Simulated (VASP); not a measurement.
A run of VASP 6.6.1 is set up as follows.

Contents of INCAR:

```
PREC = Accurate ; ENCUT = 520
EDIFF = 1E-6 ; ISMEAR = 0
SIGMA = 0.05 ; LREAL = F
LASPH = T ; NELM = 80
ALGO = Normal ; ISIF = 2
LWAVE = F ; LCHARG = T
GGA = PE ; LELF = T
LVHAR = T ; NBANDS = 15
```

The input KPOINTS:

```
regular mesh
0
Gamma
  8 8 8
```

The input POSCAR:

```
SrO
1.0
    0.0000000000      2.5055550000      2.6982900000
    2.5055550000      0.0000000000      2.6982900000
    2.5055550000      2.5055550000      0.0000000000
Sr O
1 1
Direct
    0.0000000000      0.0000000000      0.0000000000
    0.5000000000      0.5000000000      0.5000000000
```

Potentials or basis: VASP PAW PBE potentials, release 64 (Sr_sv, O).

Command:

```bash
$ cat potpaw_PBE.64/Sr_sv/POTCAR potpaw_PBE.64/O/POTCAR > POTCAR
$ mpirun -np 1 vasp_std > vasp.out
```

What does it give for the pressure?

4.8 GPa.

What does it give for the band gap on the k mesh?

3.12 eV, indirect (least direct gap 3.17 eV).

Stress tensor (GPa, compression positive):
```
 8.10  0.00  0.00
 0.00  8.10  0.00
 0.00  0.00 -1.66
```

Caveat: the cell differs from its parent crystal (strain -0.025 along x and y, +0.050 along z). A k mesh can miss the band edges.
